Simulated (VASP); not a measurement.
# Ge (P6_3/mmc) in VASP: a series of runs

Ge is run at these levels: PBE; tasks: single point.

Everything below comes from runs of VASP 6.6.1. Logs are shortened: lines on timing, memory, paths and dates and some standing lists are left out, and cuts for length are marked.

**1. The cell of the first run**

The structure is hexagonal, space group P6_3/mmc (No. 194). The conventional cell has a = 3.936 Å, b = 3.936 Å, c = 6.592 Å, α = 90.00°, β = 90.00°, γ = 120.00°. Within 3.2 Å of Ge (site symmetry 3m) lie 4 Ge at 2.42 to 2.47 Å.

This isn't the form of Ge at room conditions, which is diamond.

**2. Single point, PBE (strain -0.030 along x and y, -0.015 along z)**

File INCAR:

```
SYSTEM = Ge
ALGO = Normal ; EDIFF = 1E-6
ENCUT = 520 ; GGA = PE
ISIF = 2 ; ISMEAR = 0
LASPH = .TRUE. ; LCHARG = .FALSE.
LREAL = .FALSE. ; LWAVE = .FALSE.
NBANDS = 36 ; NELM = 60
PREC = Accurate ; SIGMA = 0.15
```

File KPOINTS:

```
k-points
0
G
  12 12 8
  0 0 0
```

File POSCAR:

```
Ge
1.0
    3.9364120065      0.0000000000      0.0000000000
   -1.9682060033      3.4090327973      0.0000000000
    0.0000000000      0.0000000000      6.5921402695
Ge
4
Direct
    0.6666666667      0.3333333333      0.0627911807
    0.3333333333      0.6666666667      0.5627911807
    0.6666666667      0.3333333333      0.4372088193
    0.3333333333      0.6666666667      0.9372088193
```

Potentials or basis: VASP PAW PBE potentials, release 64 (Ge_d).

Run with:

```bash
$ cat potpaw_PBE.64/Ge_d/POTCAR > POTCAR
$ mpirun -np 1 vasp_std > vasp.out
```

OUTCAR:

```text
SYSTEM = Ge
   EDIFF = 1E-6
   ENCUT = 520
   GGA = PE
   ISIF = 2
   ISMEAR = 0
   LASPH = .TRUE.
   LREAL = .FALSE.
   NELM = 60
   PREC = Accurate

 ion  position               nearest neighbor table
   1  0.667  0.333  0.063-   4 2.42   4 2.42   4 2.42   3 2.47
   2  0.333  0.667  0.563-   3 2.42   3 2.42   3 2.42   4 2.47
   3  0.667  0.333  0.437-   2 2.42   2 2.42   2 2.42   1 2.47
   4  0.333  0.667  0.937-   1 2.42   1 2.42   1 2.42   2 2.47

  LATTYP: Found a hexagonal cell.
 ALAT       =     3.9364120065
 C/A-ratio  =     1.6746570884

  Lattice vectors:

 A1 = (   3.9364120065,   0.0000000000,   0.0000000000)
 A2 = (  -1.9682060033,   3.4090327973,   0.0000000000)
 A3 = (   0.0000000000,   0.0000000000,   6.5921402695)

Analysis of symmetry for initial positions (statically):
=====================================================================
 Subroutine PRICEL returns:
 Original cell was already a primitive cell.

 Routine SETGRP: Setting up the symmetry group for a
 hexagonal supercell.

 Subroutine GETGRP returns: Found 24 space group operations
 (whereof 12 operations were pure point group operations)
 out of a pool of 24 trial point group operations.

The static configuration has the point symmetry D_3d.
 The point group associated with its full space group is D_6h.

Analysis of symmetry for dynamics (positions and initial velocities):
=====================================================================
 Subroutine PRICEL returns:
 Original cell was already a primitive cell.

 Routine SETGRP: Setting up the symmetry group for a
 hexagonal supercell.

 Subroutine GETGRP returns: Found 24 space group operations
 (whereof 12 operations were pure point group operations)
 out of a pool of 24 trial point group operations.

The dynamic configuration has the point symmetry D_3d.
 The point group associated with its full space group is D_6h.

 Subroutine INISYM returns: Found 24 space group operations
 (whereof 12 operations are pure point group operations),
 and found     1 'primitive' translations

----------------------------------------------------------------------------------------

                                     Primitive cell

  volume of cell :      88.4623

  direct lattice vectors                    reciprocal lattice vectors
     3.936412006  0.000000000  0.000000000     0.254038449  0.146669167  0.000000000
    -1.968206003  3.409032797  0.000000000     0.000000000  0.293338334  0.000000000
     0.000000000  0.000000000  6.592140269     0.000000000  0.000000000  0.151695801

  length of vectors
     3.936412006  3.936412006  6.592140269     0.293338334  0.293338334  0.151695801

  position of ions in fractional coordinates (direct lattice)
     0.666666667  0.333333333  0.062791181
     0.333333333  0.666666667  0.562791181
     0.666666667  0.333333333  0.437208819
     0.333333333  0.666666667  0.937208819

  ion indices of the primitive-cell ions
   primitive index   ion index
                 1           1
                 2           2
                 3           3
                 4           4

----------------------------------------------------------------------------------------

 KPOINTS: k-points

Automatic generation of k-mesh.
 Grid dimensions read from file:
 generate k-points for:   12   12    8

 Generating k-lattice:

  Cartesian coordinates                     Fractional coordinates (reciprocal lattice)
     0.021169871  0.012222431  0.000000000     0.083333333  0.000000000  0.000000000
     0.000000000  0.024444861  0.000000000     0.000000000  0.083333333  0.000000000
     0.000000000  0.000000000  0.018961975     0.000000000  0.000000000  0.125000000

  Length of vectors
     0.024444861  0.024444861  0.018961975

  Shift w.r.t. Gamma in fractional coordinates (k-lattice)
     0.000000000  0.000000000  0.000000000

 Subroutine IBZKPT returns following result:
 ===========================================

 Found     95 irreducible k-points:

 Following reciprocal coordinates:
            Coordinates               Weight
  0.000000  0.000000  0.000000      1.000000
  0.083333  0.000000  0.000000      6.000000
  0.166667  0.000000  0.000000      6.000000
  0.250000  0.000000  0.000000      6.000000
  0.333333  0.000000  0.000000      6.000000
  0.416667 -0.000000  0.000000      6.000000
[... 16 lines left out ...]
  0.250000  0.000000  0.125000     12.000000
  0.333333  0.000000  0.125000     12.000000
 [... further k-points ...]
   k-points           NKPTS =     95   k-points in BZ     NKDIM =     95   number of bands    NBANDS=     36
   number of dos      NEDOS =    301   number of ions     NIONS =      4
   total plane-waves  NPLWV =  45000
   dimension x,y,z NGX =    30 NGY =   30 NGZ =   50
   dimension x,y,z NGXF=    60 NGYF=   60 NGZF=  100
   ions per type =               4
   NGX,Y,Z   is equivalent  to a cutoff of  12.67, 12.67, 12.61 a.u.
   NGXF,Y,Z  is equivalent  to a cutoff of  25.34, 25.34, 25.22 a.u.
 SYSTEM =  Ge
   PREC   = accura    normal or accurate (medium, high low for compatibility)
   ISTART =      0    job   : 0-new  1-cont  2-samecut
   ICHARG =      2    charge: 1-file 2-atom 10-const
   ISPIN  =      1    spin polarized calculation?
   LNONCOLLINEAR =      F non collinear calculations
   LSORBIT =      F    spin-orbit coupling
   LASPH  =      T    aspherical Exc in radial PAW
   ENCUT  =  520.0 eV  38.22 Ry    6.18 a.u.   7.32  7.32 12.26*2*pi/ulx,y,z
   NELM   =     60;   NELMIN=  2; NELMDL= -5     # of ELM steps
   EDIFF  = 0.1E-05   stopping-criterion for ELM
   LREAL  =      F    real-space projection
   EDIFFG = 0.1E-04   stopping-criterion for IOM
   NSW    =      0    number of steps for IOM
   IBRION =     -1    ionic relax: 0-MD 1-quasi-New 2-CG
   NFREE  =      0    steps in history (QN), initial steepest desc. (CG)
   ISIF   =      2    stress and relaxation
   ISYM   =      2    0-nonsym 1-usesym 2-fastsym
   POTIM  = 0.5000    time-step for ionic-motion
   TEBEG  =    0.0;   TEEND  =   0.0 temperature during run
   PSTRESS=    0.0 pullay stress
   NELECT =      56.0000    total number of electrons
   NUPDOWN=      -1.0000    fix difference up-down
   EMIN   =  10.00;   EMAX   =-10.00  energy-range for DOS
   EFERMI =   0.00;   METHOD = LEGACY
   ISMEAR =     0;   SIGMA  =   0.15  broadening in eV -4-tet -1-fermi 0-gaus
   EFERMI_NEDOS =   21; number of points for ismear=-14 and -15
   IALGO  =     38    algorithm
   IMIX   =      4    mixing-type and parameters
     AMIX     =   0.40;   BMIX     =  1.00
     AMIX_MAG =   1.60;   BMIX_MAG =  1.00
  volume/ion in A,a.u.               =      22.12       149.24
  Fermi-wavevector in a.u.,A,eV,Ry     =   1.405675  2.656340 26.884037  1.975921
  Thomas-Fermi vector in A             =   2.528112
   LORBIT       =      0    0 simple, 1 ext, 2 COOP (PROOUT), +10 PAW based schemes
   GGA     = PE    functional components
   LHFCALC =     F    Hartree Fock is set to
   AEXX    =    0.0000 exact exchange contribution
   IVDW    =     0    specifies the selected vdW correction
   LEPSILON=     F    determine dielectric tensor
   LRPA    =     F    only Hartree local field effects (RPA)
 non-spin polarized calculation
 Gauss-broadening in eV      SIGMA  =   0.15
  energy-cutoff  :      520.00
  volume of cell :       88.46
 maximum number of plane-waves:      2412
 NGX is ok and might be reduce to    30
   NGX = 15   NGY = 15   NGZ = 25

 number of electron      56.0000023 magnetization

 Free energy of the ion-electron system (eV)
  ---------------------------------------------------
  ext. energy  EPLUGINS =         0.00000000
  ---------------------------------------------------
  free energy    TOTEN  =       -17.88607970 eV

  energy without entropy =      -17.88497666  energy(sigma->0) =      -17.88552818

 E-fermi :   5.3994     XC(G=0): -10.0334

 val. band max:        5.2987370325   @ k =   0.0000   0.0000   0.1250
 cond. band min:       5.3995994806   @ k =   0.0000   0.0000   0.0000
 fundamental gap:      0.1008624481
 Fermi energy:         5.3993809119

 k-point     1 :       0.0000    0.0000    0.0000
  band No.  band energies     occupation
      1     -19.6741      2.00000
      2     -19.6741      2.00000
      3     -19.6356      2.00000
      4     -19.6356      2.00000
      5     -19.6187      2.00000
      6     -19.6083      2.00000
[... 28 lines left out ...]
     35       9.8934      0.00000
     36      11.5216      0.00000

 k-point     2 :       0.0833    0.0000    0.0000
  band No.  band energies     occupation
      1     -19.6783      2.00000
      2     -19.6757      2.00000
      3     -19.6382      2.00000
      4     -19.6356      2.00000
      5     -19.6256      2.00000
      6     -19.6030      2.00000
[... 28 lines left out ...]
     35      10.2194      0.00000
     36      11.9323      0.00000

 k-point     3 :       0.1667    0.0000    0.0000
  band No.  band energies     occupation
      1     -19.6856      2.00000
      2     -19.6790      2.00000
      3     -19.6440      2.00000
      4     -19.6362      2.00000
      5     -19.6344      2.00000
      6     -19.5948      2.00000
[... 28 lines left out ...]
     35      11.0646      0.00000
     36      11.0802      0.00000

 k-point     4 :       0.2500    0.0000    0.0000
  band No.  band energies     occupation
      1     -19.6901      2.00000
      2     -19.6818      2.00000
      3     -19.6497      2.00000
      4     -19.6468      2.00000
      5     -19.6299      2.00000
      6     -19.5886      2.00000
[... 28 lines left out ...]
     35      11.9079      0.00000
     36      12.2087      0.00000

 k-point     5 :       0.3333    0.0000    0.0000
  band No.  band energies     occupation
      1     -19.6900      2.00000
      2     -19.6833      2.00000
      3     -19.6568      2.00000
      4     -19.6539      2.00000
      5     -19.6216      2.00000
      6     -19.5852      2.00000
[... 655 lines left out ...]
 k-point    22 :       0.1667    0.0000    0.1250
  band No.  band energies     occupation
      1     -19.6840      2.00000
      2     -19.6780      2.00000
      3     -19.6459      2.00000
      4     -19.6379      2.00000
      5     -19.6335      2.00000
      6     -19.5952      2.00000
[... 28 lines left out ...]
     35      10.9432      0.00000
     36      11.3331      0.00000

 k-point    23 :       0.2500    0.0000    0.1250
  band No.  band energies     occupation
      1     -19.6883      2.00000
      2     -19.6808      2.00000
      3     -19.6513      2.00000
      4     -19.6456      2.00000
      5     -19.6316      2.00000
      6     -19.5890      2.00000
[... 28 lines left out ...]
     35      11.7082      0.00000
     36      12.0636      0.00000

 k-point    24 :       0.3333    0.0000    0.1250
  band No.  band energies     occupation
      1     -19.6880      2.00000
      2     -19.6823      2.00000
      3     -19.6553      2.00000
      4     -19.6551      2.00000
      5     -19.6233      2.00000
      6     -19.5855      2.00000
[... 28 lines left out ...]
     35      12.5192      0.00000
     36      12.8882      0.00000

 [... further k-points ...]
[... 5 lines left out ...]
  --------------------------------------------------------------------------------------
  -------------------------------------------------------------------------------------
  Total        3.5149560      3.5149560      1.9129910     -0.0000000      0.0000000      0.0000000
  in kB       63.6608316     63.6608316     34.6469762     -0.0000000      0.0000000      0.0000000
  external PRESSURE =      53.9895465 kB  Pullay stress =       0.0000000 kB

 VOLUME and BASIS-vectors are now :
 -----------------------------------------------------------------------------
  energy-cutoff  :      520.00
  volume of cell :       88.46
      direct lattice vectors                 reciprocal lattice vectors
     3.936412006  0.000000000  0.000000000     0.254038449  0.146669167  0.000000000
    -1.968206003  3.409032797  0.000000000     0.000000000  0.293338334  0.000000000
     0.000000000  0.000000000  6.592140269     0.000000000  0.000000000  0.151695801

 POSITION                                       TOTAL-FORCE (eV/Angst)
 -----------------------------------------------------------------------------------
      1.96821      1.13634      0.41393         0.000000      0.000000      0.188486
     -0.00000      2.27269      3.71000         0.000000     -0.000000      0.188486
      1.96821      1.13634      2.88214        -0.000000      0.000000     -0.188486
     -0.00000      2.27269      6.17821        -0.000000      0.000000     -0.188486
 -----------------------------------------------------------------------------------
    total drift:                               -0.000000      0.000000      0.000000

  FREE ENERGIE OF THE ION-ELECTRON SYSTEM (eV)
  ---------------------------------------------------
  free  energy   TOTEN  =       -17.8860797048 eV

  energy  without entropy=      -17.8849766646  energy(sigma->0) =      -17.88552818
```

It took 8.4 min on 1 thread of AMD EPYC 7R13, shared host; peak memory 0.31 GiB.

What came out:

- Free energy: -17.8861 eV
- Pressure: 5.4 GPa
- Largest force: 0.188 eV/Å
- Band gap on the k mesh: 0.02 eV

Forces on the atoms (eV/Å):
```
Ge   0.000  0.000  0.188
Ge   0.000  0.000  0.188
Ge   0.000  0.000 -0.188
Ge   0.000  0.000 -0.188
```

Caveat: the cell differs from its parent crystal (strain -0.030 along x and y, -0.015 along z); the cell stands under pressure; the smearing spreads over this small gap; semilocal functionals underestimate gaps, and a narrow one can read as zero.

(Continued in part 2 of 2.)

The gap in the log of VASP goes by the Fermi energy; the results here count the filled bands.